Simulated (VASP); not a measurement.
# TaN (P1) in VASP: a series of runs, part 2 of 2

VASP 6.6.1. The steps go on from the part before.

## 3. Single point, PBEsol (equal xy, yz and zx shear strains of +1 %)

INCAR reads:

```
SYSTEM = TaN
PREC = Accurate ; ENCUT = 520
EDIFF = 1E-6 ; ISMEAR = -1
SIGMA = 0.02 ; LREAL = .False.
LASPH = .True. ; NELM = 80
ALGO = Normal ; ISIF = 2
LWAVE = .False. ; LCHARG = .False.
GGA = PS ; NBANDS = 15
```

KPOINTS reads:

```
regular mesh
0
Gamma
  12 12 10
  0 0 0
```

POSCAR reads:

```
TaN
1.0
    2.9379988584      0.0146899943      0.0146899943
   -1.4562775210      2.5370366506      0.0053769111
    0.0144150000      0.0144150000      2.8830000000
Ta N
1 1
Direct
    0.3333333333      0.6666666667      0.5000000000
    0.0000000000      0.0000000000      0.0000000000
```

Potentials or basis: VASP PAW PBE potentials, release 64 (Ta_pv, N).

Command:

```console
cat potpaw_PBE.64/Ta_pv/POTCAR potpaw_PBE.64/N/POTCAR > POTCAR
mpirun -np 1 vasp_std > vasp.out
```

OUTCAR:

```text
SYSTEM = TaN
   PREC = Accurate
   ENCUT = 520
   EDIFF = 1E-6
   ISMEAR = -1
   LREAL = .False.
   LASPH = .True.
   NELM = 80
   ISIF = 2
   GGA = PS

 ion  position               nearest neighbor table
   1  0.333  0.667  0.500-   2 2.22   2 2.22   2 2.22   2 2.22   2 2.24   2 2.25
   2  0.000  0.000  0.000-   1 2.22   1 2.22   1 2.22   1 2.22   1 2.24   1 2.25

  LATTYP: Found a triclinic cell.
 ALAT       =     2.9380723075
 B/A-ratio  =     1.7245160447
 C/A-ratio  =     1.3945312755
 COS(alpha) =     0.0010167455
 COS(beta)  =     0.3577149094
 COS(gamma) =     0.8647750968

  Lattice vectors:

 A1 = (   2.9379988584,   0.0146899943,   0.0146899943)
 A2 = (   4.3942763794,  -2.5223466563,   0.0093130832)
 A3 = (   1.4673063374,   2.5373116449,  -2.8629330946)

Analysis of symmetry for initial positions (statically):
=====================================================================
 Subroutine PRICEL returns:
 Original cell was already a primitive cell.

 Routine SETGRP: Setting up the symmetry group for a
 triclinic supercell.

 Subroutine GETGRP returns: Found  1 space group operations
 (whereof  1 operations were pure point group operations)
 out of a pool of  2 trial point group operations.

The static configuration has the point symmetry C_1 .

Analysis of symmetry for dynamics (positions and initial velocities):
=====================================================================
 Subroutine PRICEL returns:
 Original cell was already a primitive cell.

 Routine SETGRP: Setting up the symmetry group for a
 triclinic supercell.

 Subroutine GETGRP returns: Found  1 space group operations
 (whereof  1 operations were pure point group operations)
 out of a pool of  2 trial point group operations.

The dynamic configuration has the point symmetry C_1 .

 Subroutine INISYM returns: Found  1 space group operations
 (whereof  1 operations are pure point group operations),
 and found     1 'primitive' translations

[... 120 lines left out ...]
   LHFCALC =     F    Hartree Fock is set to
   AEXX    =    0.0000 exact exchange contribution
   IVDW    =     0    specifies the selected vdW correction
   LEPSILON=     F    determine dielectric tensor
   LRPA    =     F    only Hartree local field effects (RPA)
 non-spin polarized calculation
  energy-cutoff  :      520.00
  volume of cell :       21.55
 maximum number of plane-waves:       603
 NGX is ok and might be reduce to    24
   NGX = 11   NGY = 11   NGZ = 11

 number of electron      16.0000001 magnetization

 Free energy of the ion-electron system (eV)
  ---------------------------------------------------
  ext. energy  EPLUGINS =         0.00000000
  ---------------------------------------------------
  free energy    TOTEN  =       -23.79845439 eV

  energy without entropy =      -23.79831579  energy(sigma->0) =      -23.79838509

 E-fermi :   8.1670     XC(G=0): -13.5055

 val. band max:        8.1516564769   @ k =  -0.0833   0.0833   0.5000
 cond. band min:       8.1690611881   @ k =   0.0000  -0.0000   0.4000
 fundamental gap:      0.0174047112
 Fermi energy:         8.1670163834

 k-point     1 :       0.0000    0.0000    0.0000
  band No.  band energies     occupation
      1     -26.6860      2.00000
      2     -26.4297      2.00000
      3     -26.4074      2.00000
      4      -9.6445      2.00000
      5       3.4645      2.00000
      6       3.5888      2.00000
      7       3.8723      2.00000
      8       5.1837      2.00000
      9      10.2966      0.00000
     10      11.6012      0.00000
     11      11.7221      0.00000
     12      12.0925      0.00000
     13      12.1271      0.00000
     14      21.1050      0.00000
[... 401 lines left out ...]
      2     -26.7872      2.00000
      3     -26.5439      2.00000
      4      -7.3070      2.00000
      5       0.1846      2.00000
      6       3.0101      2.00000
      7       3.4411      2.00000
      8       6.4035      2.00000
      9       9.9675      0.00000
     10      10.2003      0.00000
     11      12.5077      0.00000
     12      14.6979      0.00000
     13      17.1546      0.00000
     14      20.8605      0.00000
     15      21.5153      0.00000

 [... further k-points ...]

------------------------ aborting loop because EDIFF is reached ----------------------------------------

  FORCE on cell =-STRESS in cart. coord.  units (eV):
  Direction    XX          YY          ZZ          XY          YZ          ZX
  --------------------------------------------------------------------------------------
  -------------------------------------------------------------------------------------
  Total       -0.5450940     -0.5186172     -0.5428067     -0.2925525     -0.3236372     -0.3238840
  in kB      -40.5262072    -38.5577282    -40.3561486    -21.7504578    -24.0615142    -24.0798670
  external PRESSURE =     -39.8133613 kB  Pullay stress =       0.0000000 kB

 VOLUME and BASIS-vectors are now :
 -----------------------------------------------------------------------------
  energy-cutoff  :      520.00
  volume of cell :       21.55
      direct lattice vectors                 reciprocal lattice vectors
     2.937998858  0.014689994  0.014689994     0.339406947  0.194827721 -0.002671173
    -1.456277521  2.537036651  0.005376911    -0.001955435  0.393042355 -0.001955435
     0.014415000  0.014415000  2.883000000    -0.001725762 -0.001725762  0.346878166

 POSITION                                       TOTAL-FORCE (eV/Angst)
 -----------------------------------------------------------------------------------
      0.01569      1.70346      1.44998         0.011098     -0.000299     -0.005194
      0.00000      0.00000      0.00000        -0.011098      0.000299      0.005194
 -----------------------------------------------------------------------------------
    total drift:                                0.000084     -0.000009      0.000020

  FREE ENERGIE OF THE ION-ELECTRON SYSTEM (eV)
  ---------------------------------------------------
  free  energy   TOTEN  =       -23.7984543857 eV

  energy  without entropy=      -23.7983157873  energy(sigma->0) =      -23.79838509
```

Run time: 66 s. Hardware: 1 thread of Intel Xeon 6975P-C (Granite Rapids), shared host; peak memory 0.34 GiB.

Results:

```
Free energy            : -23.7985 eV
Pressure               : -4.0 GPa
Largest force          : 0.012 eV/Å
Band gap on the k mesh : zero (bands 8 and 9 overlap by 0.32 eV)
```

Forces on the atoms (eV/Å):
```
Ta   0.011  0.000 -0.005
N   -0.011  0.000  0.005
```

Stress tensor (GPa, compression positive):
```
-4.05 -2.18 -2.41
-2.18 -3.86 -2.41
-2.41 -2.41 -4.04
```

Levels at points of the mesh, in eV from the Fermi level:
```
           k point  band 5  band 6  band 7  band 8  band 9  band 10  band 11  band 12
(0.00, 0.00, 0.00)   -4.70   -4.58   -4.29   -2.98    2.13     3.43     3.56     3.93
(0.50, 0.00, 0.00)   -8.40   -5.27   -3.58   -3.20    2.96     3.99     5.15     5.22
(0.00, 0.50, 0.00)   -8.39   -5.27   -3.57   -3.24    2.90     3.98     5.12     5.25
(0.50, 0.50, 0.00)   -8.37   -5.27   -3.56   -3.28    2.83     3.98     5.10     5.27
(0.00, 0.00, 0.50)   -9.46   -3.84   -3.80   -0.28   -0.07     2.36     3.18     3.28
(0.50, 0.00, 0.50)   -7.41   -6.27   -5.71   -0.48    4.10     5.26     5.97     7.01
(0.00, 0.50, 0.50)   -7.42   -6.28   -5.77   -0.42    4.08     5.28     6.00     7.01
(0.50, 0.50, 0.50)   -7.42   -6.28   -5.83   -0.37    4.06     5.31     6.02     7.02
```

Caveat: the cell differs from its parent crystal (equal xy, yz and zx shear strains of +1 %); the cell stands under tension; the PAW data sets were made with another functional, which shifts forces and pressure a little; spin-orbit coupling is left out, which moves the levels of the heavy elements.

The gap in the log of VASP goes by the Fermi energy; the results here count the filled bands.